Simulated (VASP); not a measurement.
# Zr3TiB4 (P-6m2) in VASP: relaxation of cell and atoms with PBE

Aim: the relaxation of cell and atoms of Zr3TiB4 with PBE.

Program: VASP 6.6.1. These are calculated values, not measurements. Logs are shortened: lines on timing, memory, paths and dates and some standing lists are left out, and cuts for length are marked.

## (1) The cell of the first run

The structure is hexagonal, space group P-6m2 (No. 187). Conventional cell: a = 3.124 Å, b = 3.124 Å, c = 12.256 Å, α = 90.00°, β = 90.00°, γ = 120.00°. Zr (site symmetry 3m) has 6 B at 2.51 Å and 9 Zr at 3.12 to 3.32 Å and 1 Ti at 3.34 Å within 3.4 Å. Zr (site symmetry -6m2) has 12 Zr at 3.12 to 3.32 Å within 4.1 Å. Within 3.2 Å of Ti (site symmetry -6m2) lie 12 B at 2.40 to 2.41 Å and 6 Ti at 3.12 Å. B (site symmetry 3m) has 3 B at 1.80 Å and 3 Ti at 2.40 Å and 3 Zr at 2.51 Å within 2.6 Å. Within 2.6 Å of B (site symmetry 3m) lie 3 B at 1.80 Å and 3 Ti at 2.41 Å and 3 Zr at 2.51 Å.

## (2) Relaxation of cell and atoms, PBE

The input, INCAR:

```
SYSTEM = Zr3TiB4
ALGO = Normal ; EDIFF = 1E-6
EDIFFG = -0.001 ; ENCUT = 600
GGA = PE ; IBRION = 2
ISIF = 3 ; ISMEAR = 0
LASPH = .True. ; LCHARG = .False.
LREAL = .False. ; LWAVE = .False.
NELM = 80 ; NSW = 80
PREC = Accurate ; SIGMA = 0.1
```

The input, KPOINTS:

```
k-points
0
Gamma
  12 12 4
  0 0 0
```

The input, POSCAR:

```
Zr3TiB4
1.0
    3.1244220559      0.0000000000      0.0000000000
   -1.5622110279      2.7058288725      0.0000000000
    0.0000000000      0.0000000000     12.2559712376
Zr Ti B
3 1 4
Direct
    0.0000000000      0.0000000000      0.7273897435
    0.0000000000      0.0000000000      0.2726102565
    0.3333333333      0.6666666667      0.5000000000
    0.0000000000      0.0000000000      0.0000000000
    0.3333333333      0.6666666667      0.8702664525
    0.6666666667      0.3333333333      0.8699862997
    0.3333333333      0.6666666667      0.1297335475
    0.6666666667      0.3333333333      0.1300137003
```

Potentials or basis: VASP PAW PBE potentials, release 64 (Zr_sv, Ti_sv, B).

The run is started by

```bash
cat potpaw_PBE.64/Zr_sv/POTCAR potpaw_PBE.64/Ti_sv/POTCAR potpaw_PBE.64/B/POTCAR > POTCAR
mpirun -np 1 vasp_std > vasp.out
```

OUTCAR:

```text
SYSTEM = Zr3TiB4
   EDIFF = 1E-6
   EDIFFG = -0.001
   ENCUT = 600
   GGA = PE
   IBRION = 2
   ISIF = 3
   ISMEAR = 0
   LASPH = .True.
   LREAL = .False.
   NELM = 80
   NSW = 80
   PREC = Accurate

 ion  position               nearest neighbor table
   1  0.000  0.000  0.727-   6 2.51   6 2.51   6 2.51   5 2.51   5 2.51   5 2.51   3 3.32   3 3.32
                             3 3.32   4 3.34
   2  0.000  0.000  0.273-   8 2.51   8 2.51   8 2.51   7 2.51   7 2.51   7 2.51   3 3.32   3 3.32
                             3 3.32   4 3.34
   3  0.333  0.667  0.500-   1 3.32   2 3.32   1 3.32   2 3.32   1 3.32   2 3.32
   4  0.000  0.000  0.000-   5 2.40   7 2.40   5 2.40   7 2.40   5 2.40   7 2.40   6 2.41   8 2.41
                             6 2.41   8 2.41   6 2.41   8 2.41   1 3.34   2 3.34
   5  0.333  0.667  0.870-   6 1.80   6 1.80   6 1.80   4 2.40   4 2.40   4 2.40   1 2.51   1 2.51
                             1 2.51
   6  0.667  0.333  0.870-   5 1.80   5 1.80   5 1.80   4 2.41   4 2.41   4 2.41   1 2.51   1 2.51
                             1 2.51
   7  0.333  0.667  0.130-   8 1.80   8 1.80   8 1.80   4 2.40   4 2.40   4 2.40   2 2.51   2 2.51
                             2 2.51
   8  0.667  0.333  0.130-   7 1.80   7 1.80   7 1.80   4 2.41   4 2.41   4 2.41   2 2.51   2 2.51
                             2 2.51

  LATTYP: Found a hexagonal cell.
 ALAT       =     3.1244220559
 C/A-ratio  =     3.9226362567

  Lattice vectors:

 A1 = (   3.1244220559,   0.0000000000,   0.0000000000)
 A2 = (  -1.5622110279,   2.7058288725,   0.0000000000)
 A3 = (   0.0000000000,   0.0000000000,  12.2559712376)

Analysis of symmetry for initial positions (statically):
=====================================================================
 Subroutine PRICEL returns:
 Original cell was already a primitive cell.

 Routine SETGRP: Setting up the symmetry group for a
 hexagonal supercell.

 Subroutine GETGRP returns: Found 12 space group operations
 (whereof 12 operations were pure point group operations)
 out of a pool of 24 trial point group operations.

The static configuration has the point symmetry D_3h.

Analysis of symmetry for dynamics (positions and initial velocities):
=====================================================================
 Subroutine PRICEL returns:
 Original cell was already a primitive cell.

 Routine SETGRP: Setting up the symmetry group for a
 hexagonal supercell.

 Subroutine GETGRP returns: Found 12 space group operations
 (whereof 12 operations were pure point group operations)
 out of a pool of 24 trial point group operations.

The dynamic configuration has the point symmetry D_3h.

 Subroutine INISYM returns: Found 12 space group operations
 (whereof 12 operations are pure point group operations),
 and found     1 'primitive' translations

----------------------------------------------------------------------------------------

                                     Primitive cell

  volume of cell :     103.6138

  direct lattice vectors                    reciprocal lattice vectors
     3.124422056  0.000000000  0.000000000     0.320059192  0.184786261  0.000000000
    -1.562211028  2.705828873  0.000000000     0.000000000  0.369572522  0.000000000
     0.000000000  0.000000000 12.255971238     0.000000000  0.000000000  0.081592881

  length of vectors
     3.124422056  3.124422056 12.255971238     0.369572522  0.369572522  0.081592881

  position of ions in fractional coordinates (direct lattice)
     0.000000000  0.000000000  0.727389743
     0.000000000  0.000000000  0.272610257
     0.333333333  0.666666667  0.500000000
     0.000000000  0.000000000  0.000000000
     0.333333333  0.666666667  0.870266452
     0.666666667  0.333333333  0.869986300
     0.333333333  0.666666667  0.129733548
     0.666666667  0.333333333  0.130013700

  ion indices of the primitive-cell ions
   primitive index   ion index
                 1           1
                 2           2
                 3           3
                 4           4
                 5           5
                 6           6
                 7           7
                 8           8

----------------------------------------------------------------------------------------

 KPOINTS: k-points

Automatic generation of k-mesh.
 Grid dimensions read from file:
 generate k-points for:   12   12    4

 Generating k-lattice:

  Cartesian coordinates                     Fractional coordinates (reciprocal lattice)
     0.026671599  0.015398855  0.000000000     0.083333333 -0.000000000  0.000000000
     0.000000000  0.030797710  0.000000000     0.000000000  0.083333333  0.000000000
     0.000000000  0.000000000  0.020398220     0.000000000  0.000000000  0.250000000

  Length of vectors
     0.030797710  0.030797710  0.020398220

  Shift w.r.t. Gamma in fractional coordinates (k-lattice)
     0.000000000  0.000000000  0.000000000

 Subroutine IBZKPT returns following result:
 ===========================================

 Found     57 irreducible k-points:

 Following reciprocal coordinates:
            Coordinates               Weight
  0.000000  0.000000  0.000000      1.000000
  0.083333  0.000000  0.000000      6.000000
  0.166667  0.000000  0.000000      6.000000
  0.250000  0.000000  0.000000      6.000000
  0.333333  0.000000  0.000000      6.000000
  0.416667  0.000000  0.000000      6.000000
[... 16 lines left out ...]
  0.250000  0.000000  0.250000     12.000000
  0.333333  0.000000  0.250000     12.000000
 [... further k-points ...]
   k-points           NKPTS =     57   k-points in BZ     NKDIM =     57   number of bands    NBANDS=     36
   number of dos      NEDOS =    301   number of ions     NIONS =      8
   total plane-waves  NPLWV =  76832
   dimension x,y,z NGX =    28 NGY =   28 NGZ =   98
   dimension x,y,z NGXF=    56 NGYF=   56 NGZF=  196
   ions per type =               3   1   4
   NGX,Y,Z   is equivalent  to a cutoff of  14.90, 14.90, 13.29 a.u.
   NGXF,Y,Z  is equivalent  to a cutoff of  29.80, 29.80, 26.59 a.u.
 SYSTEM =  Zr3TiB4
   PREC   = accura    normal or accurate (medium, high low for compatibility)
   ISTART =      0    job   : 0-new  1-cont  2-samecut
   ICHARG =      2    charge: 1-file 2-atom 10-const
   ISPIN  =      1    spin polarized calculation?
   LNONCOLLINEAR =      F non collinear calculations
   LSORBIT =      F    spin-orbit coupling
   LASPH  =      T    aspherical Exc in radial PAW
   ENCUT  =  600.0 eV  44.10 Ry    6.64 a.u.   6.24  6.24 24.48*2*pi/ulx,y,z
   NELM   =     80;   NELMIN=  2; NELMDL= -5     # of ELM steps
   EDIFF  = 0.1E-05   stopping-criterion for ELM
   LREAL  =      F    real-space projection
   EDIFFG = -.1E-02   stopping-criterion for IOM
   NSW    =     80    number of steps for IOM
   IBRION =      2    ionic relax: 0-MD 1-quasi-New 2-CG
   NFREE  =      1    steps in history (QN), initial steepest desc. (CG)
   ISIF   =      3    stress and relaxation
   ISYM   =      2    0-nonsym 1-usesym 2-fastsym
   POTIM  = 0.5000    time-step for ionic-motion
   TEBEG  =    0.0;   TEEND  =   0.0 temperature during run
   PSTRESS=    0.0 pullay stress
   NELECT =      60.0000    total number of electrons
   NUPDOWN=      -1.0000    fix difference up-down
   EMIN   =  10.00;   EMAX   =-10.00  energy-range for DOS
   EFERMI =   0.00;   METHOD = LEGACY
   ISMEAR =     0;   SIGMA  =   0.10  broadening in eV -4-tet -1-fermi 0-gaus
   EFERMI_NEDOS =   21; number of points for ismear=-14 and -15
   IALGO  =     38    algorithm
   IMIX   =      4    mixing-type and parameters
     AMIX     =   0.40;   BMIX     =  1.00
     AMIX_MAG =   1.60;   BMIX_MAG =  1.00
  volume/ion in A,a.u.               =      12.95        87.40
  Fermi-wavevector in a.u.,A,eV,Ry     =   1.364539  2.578605 25.333600  1.861967
  Thomas-Fermi vector in A             =   2.490846
   LORBIT       =      0    0 simple, 1 ext, 2 COOP (PROOUT), +10 PAW based schemes
   GGA     = PE    functional components
   LHFCALC =     F    Hartree Fock is set to
   AEXX    =    0.0000 exact exchange contribution
   IVDW    =     0    specifies the selected vdW correction
   LEPSILON=     F    determine dielectric tensor
   LRPA    =     F    only Hartree local field effects (RPA)
 conjugate gradient relaxation of ions
 non-spin polarized calculation
 Gauss-broadening in eV      SIGMA  =   0.10
  energy-cutoff  :      600.00
  volume of cell :      103.61
 maximum number of plane-waves:      3478
 NGX is ok and might be reduce to    28
   NGX = 13   NGY = 13   NGZ = 49

--------------------------------------- Ionic step        1  -------------------------------------------

 number of electron      60.0000000 magnetization

 Free energy of the ion-electron system (eV)
  ---------------------------------------------------
  ext. energy  EPLUGINS =         0.00000000
  ---------------------------------------------------
  free energy    TOTEN  =       -66.14060102 eV

  energy without entropy =      -66.12901121  energy(sigma->0) =      -66.13480612

------------------------ aborting loop because EDIFF is reached ----------------------------------------

  FORCE on cell =-STRESS in cart. coord.  units (eV):
  Direction    XX          YY          ZZ          XY          YZ          ZX
  --------------------------------------------------------------------------------------
  -------------------------------------------------------------------------------------
  Total        0.0555781      0.0555781      0.0579716      0.0000000      0.0000000     -0.0000000
  in kB        0.8594017      0.8594017      0.8964132      0.0000000      0.0000000     -0.0000000
  external PRESSURE =       0.8717389 kB  Pullay stress =       0.0000000 kB
[... 107 lines left out ...]
  FREE ENERGIE OF THE ION-ELECTRON SYSTEM (eV)
  ---------------------------------------------------
  free  energy   TOTEN  =       -66.1406200098 eV

  energy  without entropy=      -66.1290210411  energy(sigma->0) =      -66.13482053

[... ionic steps 4 to 25 ...]

--------------------------------------- Ionic step       26  -------------------------------------------

 number of electron      60.0000000 magnetization

------------------------ aborting loop because EDIFF is reached ----------------------------------------
[... 79 lines left out ...]
--------------------------------------- Ionic step       28  -------------------------------------------

 number of electron      60.0000000 magnetization

 Free energy of the ion-electron system (eV)
  ---------------------------------------------------
  ext. energy  EPLUGINS =         0.00000000
  ---------------------------------------------------
  free energy    TOTEN  =       -66.14062345 eV

  energy without entropy =      -66.12904607  energy(sigma->0) =      -66.13483476

 E-fermi :   9.4228     XC(G=0): -11.8747

 val. band max:        9.4226164014   @ k =   0.0833   0.0833   0.5000
 cond. band min:       9.4293716106   @ k =   0.3333   0.2500   0.5000
 fundamental gap:      0.0067552092
 Fermi energy:         9.4228105384

 k-point     1 :       0.0000    0.0000    0.0000
  band No.  band energies     occupation
      1     -47.4647      2.00000
      2     -39.1153      2.00000
      3     -39.0829      2.00000
      4     -39.0501      2.00000
      5     -23.8641      2.00000
      6     -23.5624      2.00000
[... 925 lines left out ...]
     35      11.7200      0.00000
     36      12.0036      0.00000

 [... further k-points ...]
[... 5 lines left out ...]
  --------------------------------------------------------------------------------------
  -------------------------------------------------------------------------------------
  Total       -0.0024490     -0.0024490     -0.0014676     -0.0000000     -0.0000000     -0.0000000
  in kB       -0.0378538     -0.0378538     -0.0226845     -0.0000000     -0.0000000     -0.0000000
  external PRESSURE =      -0.0327973 kB  Pullay stress =       0.0000000 kB
[... 23 lines left out ...]
  FREE ENERGIE OF THE ION-ELECTRON SYSTEM (eV)
  ---------------------------------------------------
  free  energy   TOTEN  =       -66.1406234484 eV

  energy  without entropy=      -66.1290460667  energy(sigma->0) =      -66.13483476

 reached required accuracy - stopping structural energy minimisation
```

Run time: 54 min. Hardware: 1 thread of Oxide Virtual Turin-like, shared host; peak memory 0.41 GiB.

What came out:

| Item | Value |
| --- | --- |
| Free energy | -66.1406 eV |
| Relaxed volume | 12.96 Å³/atom |
| Relaxed cell | a = 3.125 Å, b = 3.125 Å, c = 12.256 Å, α = 90.00°, β = 90.00°, γ = 120.00° |
| Space group after relaxing (to 0.1 Å) | P-6m2 (No. 187) |
| Energy gained by relaxing | 0.0 meV/atom |
| Ionic steps | 28 |
| Pressure after relaxing | 0.0 GPa |
| Band gap on the k mesh | zero (bands 30 and 31 overlap by 0.80 eV) |

Final structure:
```
CELL_PARAMETERS angstrom
3.12501 0.00000 0.00000
-1.56250 2.70634 0.00000
0.00000 0.00000 12.25628
ATOMIC_POSITIONS crystal
Zr 0.00000 0.00000 0.72730
Zr 0.00000 0.00000 0.27270
Zr 0.33333 0.66667 0.50000
Ti 0.00000 0.00000 0.00000
B 0.33333 0.66667 0.87022
B 0.66667 0.33333 0.86994
B 0.33333 0.66667 0.12978
B 0.66667 0.33333 0.13006
```

Levels at points of the mesh, in eV from the Fermi level:
| k point | band 27 | band 28 | band 29 | band 30 | band 31 | band 32 | band 33 | band 34 |
| --- | --- | --- | --- | --- | --- | --- | --- | --- |
| (0.00, 0.00, 0.00) | -0.54 | -0.29 | 0.14 | 0.30 | 0.30 | 0.92 | 0.92 | 1.35 |
| (0.50, 0.00, 0.00) | -2.30 | -1.87 | -1.52 | -0.22 | 0.98 | 1.04 | 1.67 | 2.59 |
| (0.00, 0.00, 0.50) | -0.74 | -0.37 | 0.29 | 0.29 | 0.41 | 0.91 | 0.91 | 1.38 |
| (0.50, 0.00, 0.50) | -2.09 | -1.98 | -1.52 | -0.20 | 0.93 | 1.03 | 2.06 | 2.14 |
